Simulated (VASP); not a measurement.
# Rh (Fm-3m) in VASP: a series of runs

Rh is run at these levels: r2SCAN; tasks: single point.

All numbers are computed with VASP 6.6.1; they aren't measurements. Logs are shortened: lines on timing, memory, paths and dates and some standing lists are left out, and cuts for length are marked.

**1. The cell of the first run**

It takes space group Fm-3m (No. 225, cubic). The conventional cell has a = 3.846 Å, b = 3.846 Å, c = 3.846 Å, α = 90.00°, β = 90.00°, γ = 90.00°. Within 3.6 Å of Rh (site symmetry m-3m) lie 12 Rh at 2.72 Å.

**2. Single point, r2SCAN**

File POSCAR:

```
Rh
1.0
    0.0000000000      1.9228245745      1.9228245745
    1.9228245745      0.0000000000      1.9228245745
    1.9228245745      1.9228245745      0.0000000000
Rh
1
Direct
    0.0000000000      0.0000000000      0.0000000000
```

File INCAR.step1:

```
SYSTEM = Rh
PREC = Accurate
ENCUT = 580
ISMEAR = -1
SIGMA = 0.05
LREAL = .FALSE.
LASPH = .TRUE.
NELM = 120
NBANDS = 14
GGA = PE
ALGO = Normal
EDIFF = 1E-5
LWAVE = .TRUE.
LCHARG = .FALSE.
GGA_COMPAT = .FALSE.
```

File INCAR.step2:

```
SYSTEM = Rh
PREC = Accurate
ENCUT = 580
EDIFF = 1E-6
ISMEAR = -1
SIGMA = 0.05
LREAL = .FALSE.
LASPH = .TRUE.
NELM = 120
ALGO = Normal
ISIF = 2
LWAVE = .FALSE.
LCHARG = .FALSE.
METAGGA = R2SCAN
LMIXTAU = .TRUE.
NBANDS = 14
ISTART = 1
GGA_COMPAT = .FALSE.
```

File KPOINTS:

```
Automatic mesh
0
G
  12 12 12
  0 0 0
```

Potentials or basis: VASP PAW PBE potentials, release 64 (Rh_sv_GW).

Started as:

```sh
$ cat potpaw_PBE.64/Rh_sv_GW/POTCAR > POTCAR
$ cp INCAR.step1 INCAR
$ mpirun -np 1 vasp_std > vasp.out
$ cp INCAR.step2 INCAR
$ mpirun -np 1 vasp_std > vasp.out
```

OUTCAR:

```text
SYSTEM = Rh
   PREC = Accurate
   ENCUT = 580
   EDIFF = 1E-6
   ISMEAR = -1
   LREAL = .FALSE.
   LASPH = .TRUE.
   NELM = 120
   ISIF = 2
   METAGGA = R2SCAN
   ISTART = 1

 ion  position               nearest neighbor table
   1  0.000  0.000  0.000-

  LATTYP: Found a face centered cubic cell.
 ALAT       =     3.8456491490

  Lattice vectors:

 A1 = (   0.0000000000,   1.9228245745,   1.9228245745)
 A2 = (   1.9228245745,   0.0000000000,   1.9228245745)
 A3 = (   1.9228245745,   1.9228245745,   0.0000000000)

Analysis of symmetry for initial positions (statically):
=====================================================================
 Subroutine PRICEL returns:
 Original cell was already a primitive cell.

 Routine SETGRP: Setting up the symmetry group for a
 face centered cubic supercell.

 Subroutine GETGRP returns: Found 48 space group operations
 (whereof 48 operations were pure point group operations)
 out of a pool of 48 trial point group operations.

The static configuration has the point symmetry O_h .

Analysis of symmetry for dynamics (positions and initial velocities):
=====================================================================
 Subroutine PRICEL returns:
 Original cell was already a primitive cell.

 Routine SETGRP: Setting up the symmetry group for a
 face centered cubic supercell.

 Subroutine GETGRP returns: Found 48 space group operations
 (whereof 48 operations were pure point group operations)
 out of a pool of 48 trial point group operations.

The dynamic configuration has the point symmetry O_h .

 Subroutine INISYM returns: Found 48 space group operations
 (whereof 48 operations are pure point group operations),
 and found     1 'primitive' translations

----------------------------------------------------------------------------------------

                                     Primitive cell

  volume of cell :      14.2183

  direct lattice vectors                    reciprocal lattice vectors
     0.000000000  1.922824575  1.922824575    -0.260034122  0.260034122  0.260034122
     1.922824575  0.000000000  1.922824575     0.260034122 -0.260034122  0.260034122
     1.922824575  1.922824575  0.000000000     0.260034122  0.260034122 -0.260034122

  length of vectors
     2.719284591  2.719284591  2.719284591     0.450392311  0.450392311  0.450392311

  position of ions in fractional coordinates (direct lattice)
     0.000000000  0.000000000  0.000000000

  ion indices of the primitive-cell ions
   primitive index   ion index
                 1           1

----------------------------------------------------------------------------------------

 KPOINTS: Automatic mesh

Automatic generation of k-mesh.
 Grid dimensions read from file:
 generate k-points for:   12   12   12

 Generating k-lattice:

  Cartesian coordinates                     Fractional coordinates (reciprocal lattice)
    -0.021669510  0.021669510  0.021669510     0.083333333  0.000000000  0.000000000
     0.021669510 -0.021669510  0.021669510     0.000000000  0.083333333  0.000000000
     0.021669510  0.021669510 -0.021669510     0.000000000  0.000000000  0.083333333

  Length of vectors
     0.037532693  0.037532693  0.037532693

  Shift w.r.t. Gamma in fractional coordinates (k-lattice)
     0.000000000  0.000000000  0.000000000

 Subroutine IBZKPT returns following result:
 ===========================================

 Found     72 irreducible k-points:

 Following reciprocal coordinates:
            Coordinates               Weight
  0.000000  0.000000  0.000000      1.000000
  0.083333  0.000000  0.000000      8.000000
  0.166667  0.000000  0.000000      8.000000
  0.250000  0.000000  0.000000      8.000000
  0.333333  0.000000  0.000000      8.000000
  0.416667  0.000000  0.000000      8.000000
[... 16 lines left out ...]
  0.500000  0.166667  0.000000     24.000000
 -0.416667  0.166667  0.000000     24.000000
 [... further k-points ...]
   k-points           NKPTS =     72   k-points in BZ     NKDIM =     72   number of bands    NBANDS=     14
   number of dos      NEDOS =    301   number of ions     NIONS =      1
   total plane-waves  NPLWV =  13824
   dimension x,y,z NGX =    24 NGY =   24 NGZ =   24
   dimension x,y,z NGXF=    48 NGYF=   48 NGZF=   48
   ions per type =               1
   NGX,Y,Z   is equivalent  to a cutoff of  14.67, 14.67, 14.67 a.u.
   NGXF,Y,Z  is equivalent  to a cutoff of  29.35, 29.35, 29.35 a.u.
 SYSTEM =  Rh
   PREC   = accura    normal or accurate (medium, high low for compatibility)
   ISTART =      1    job   : 0-new  1-cont  2-samecut
   ICHARG =      0    charge: 1-file 2-atom 10-const
   ISPIN  =      1    spin polarized calculation?
   LNONCOLLINEAR =      F non collinear calculations
   LSORBIT =      F    spin-orbit coupling
   LASPH  =      T    aspherical Exc in radial PAW
   ENCUT  =  580.0 eV  42.63 Ry    6.53 a.u.   5.34  5.34  5.34*2*pi/ulx,y,z
   NELM   =    120;   NELMIN=  2; NELMDL=  0     # of ELM steps
   EDIFF  = 0.1E-05   stopping-criterion for ELM
   LREAL  =      F    real-space projection
   EDIFFG = 0.1E-04   stopping-criterion for IOM
   NSW    =      0    number of steps for IOM
   IBRION =     -1    ionic relax: 0-MD 1-quasi-New 2-CG
   NFREE  =      0    steps in history (QN), initial steepest desc. (CG)
   ISIF   =      2    stress and relaxation
   ISYM   =      2    0-nonsym 1-usesym 2-fastsym
   POTIM  = 0.5000    time-step for ionic-motion
   TEBEG  =    0.0;   TEEND  =   0.0 temperature during run
   PSTRESS=    0.0 pullay stress
   NELECT =      17.0000    total number of electrons
   NUPDOWN=      -1.0000    fix difference up-down
   EMIN   =  10.00;   EMAX   =-10.00  energy-range for DOS
   EFERMI =   0.00;   METHOD = LEGACY
   ISMEAR =    -1;   SIGMA  =   0.05  broadening in eV -4-tet -1-fermi 0-gaus
   EFERMI_NEDOS =   21; number of points for ismear=-14 and -15
   IALGO  =     38    algorithm
   IMIX   =      4    mixing-type and parameters
     AMIX     =   0.40;   BMIX     =  1.00
     AMIX_MAG =   1.60;   BMIX_MAG =  1.00
  volume/ion in A,a.u.               =      14.22        95.95
  Fermi-wavevector in a.u.,A,eV,Ry     =   1.737567  3.283525 41.077865  3.019138
  Thomas-Fermi vector in A             =   2.810766
   LORBIT       =      0    0 simple, 1 ext, 2 COOP (PROOUT), +10 PAW based schemes
   METAGGA = R2SCAN    functional components
   LHFCALC =     F    Hartree Fock is set to
   AEXX    =    0.0000 exact exchange contribution
   IVDW    =     0    specifies the selected vdW correction
   LEPSILON=     F    determine dielectric tensor
   LRPA    =     F    only Hartree local field effects (RPA)
 non-spin polarized calculation
  energy-cutoff  :      580.00
  volume of cell :       14.22
 maximum number of plane-waves:       464
 NGX is ok and might be reduce to    24
   NGX = 11   NGY = 11   NGZ = 11

 number of electron      16.9999996 magnetization

 Free energy of the ion-electron system (eV)
  ---------------------------------------------------
  ext. energy  EPLUGINS =         0.00000000
  ---------------------------------------------------
  free energy    TOTEN  =       -23.27199923 eV

  energy without entropy =      -23.26280117  energy(sigma->0) =      -23.26740020

 E-fermi :  10.1219     XC(G=0): -15.0271

 val. band max:       10.0700703410   @ k =  -0.3333   0.3333   0.0000
 cond. band min:      10.1295851716   @ k =   0.3333   0.1667   0.0000
 fundamental gap:      0.0595148306
 Fermi energy:        10.1219078892

 k-point     1 :       0.0000    0.0000    0.0000
  band No.  band energies     occupation
      1     -70.9681      2.00000
      2     -37.6396      2.00000
      3     -37.6396      2.00000
      4     -37.6396      2.00000
      5       2.2143      2.00000
      6       7.1019      2.00000
      7       7.1019      2.00000
      8       7.1019      2.00000
      9       9.0828      2.00000
     10       9.0828      2.00000
     11      26.6174      0.00000
     12      32.0808      0.00000
     13      32.0808      0.00000
     14      32.0808      0.00000

 k-point     2 :       0.0833    0.0000    0.0000
  band No.  band energies     occupation
      1     -70.9610      2.00000
      2     -37.6871      2.00000
      3     -37.6459      2.00000
      4     -37.6459      2.00000
      5       2.4932      2.00000
      6       6.9854      2.00000
      7       7.2066      2.00000
      8       7.2066      2.00000
      9       9.0293      2.00000
     10       9.0293      2.00000
     11      26.9951      0.00000
     12      30.7565      0.00000
     13      32.4751      0.00000
     14      32.4751      0.00000

 k-point     3 :       0.1667    0.0000    0.0000
  band No.  band energies     occupation
      1     -70.9417      2.00000
      2     -37.8176      2.00000
      3     -37.6638      2.00000
      4     -37.6638      2.00000
      5       3.2359      2.00000
      6       6.7797      2.00000
      7       7.4141      2.00000
      8       7.4141      2.00000
      9       8.9903      2.00000
     10       8.9903      2.00000
     11      27.7263      0.00000
     12      28.4422      0.00000
     13      33.5693      0.00000
     14      33.5693      0.00000
[... 324 lines left out ...]
 k-point    23 :       0.5000    0.1667    0.0000
  band No.  band energies     occupation
      1     -70.8533      2.00000
      2     -38.2647      2.00000
      3     -37.8395      2.00000
      4     -37.7764      2.00000
      5       4.7364      2.00000
      6       6.4176      2.00000
      7       7.7463      2.00000
      8       7.8854      2.00000
      9      10.7107      0.00002
     10      13.7719      0.00000
     11      19.4370      0.00000
     12      26.9687      0.00000
     13      29.9767      0.00000
     14      30.3106      0.00000

 k-point    24 :      -0.4167    0.1667    0.0000
  band No.  band energies     occupation
      1     -70.8515      2.00000
      2     -38.2705      2.00000
      3     -37.8623      2.00000
      4     -37.7619      2.00000
      5       4.8014      2.00000
      6       6.4321      2.00000
      7       7.6549      2.00000
      8       8.1243      2.00000
      9      10.3583      0.01754
     10      14.3574      0.00000
     11      18.9895      0.00000
     12      26.5971      0.00000
     13      29.4737      0.00000
     14      31.0847      0.00000

 [... further k-points ...]

------------------------ aborting loop because EDIFF is reached ----------------------------------------

  FORCE on cell =-STRESS in cart. coord.  units (eV):
  Direction    XX          YY          ZZ          XY          YZ          ZX
  --------------------------------------------------------------------------------------
  -------------------------------------------------------------------------------------
  Total       -0.9632886     -0.9632886     -0.9632886      0.0000000     -0.0000000      0.0000000
  in kB     -108.5470482   -108.5470482   -108.5470482      0.0000000     -0.0000000      0.0000000
  external PRESSURE =    -108.5470482 kB  Pullay stress =       0.0000000 kB

 VOLUME and BASIS-vectors are now :
 -----------------------------------------------------------------------------
  energy-cutoff  :      580.00
  volume of cell :       14.22
      direct lattice vectors                 reciprocal lattice vectors
     0.000000000  1.922824575  1.922824575    -0.260034122  0.260034122  0.260034122
     1.922824575  0.000000000  1.922824575     0.260034122 -0.260034122  0.260034122
     1.922824575  1.922824575  0.000000000     0.260034122  0.260034122 -0.260034122

 POSITION                                       TOTAL-FORCE (eV/Angst)
 -----------------------------------------------------------------------------------
      0.00000      0.00000      0.00000        -0.000000     -0.000000      0.000000
 -----------------------------------------------------------------------------------
    total drift:                                0.000000      0.000000      0.000000

  FREE ENERGIE OF THE ION-ELECTRON SYSTEM (eV)
  ---------------------------------------------------
  free  energy   TOTEN  =       -23.2719992315 eV

  energy  without entropy=      -23.2628011730  energy(sigma->0) =      -23.26740020
```

Run time: 27 s. Hardware: 1 thread of Intel Xeon 6975P-C (Granite Rapids), shared host; peak memory 0.16 GiB.

What came out:

- Free energy: -23.2720 eV
- Pressure: -10.9 GPa

Caveat: the PAW data sets were made with another functional, which shifts forces and pressure a little.

(Part 1 of 2 ends here.)
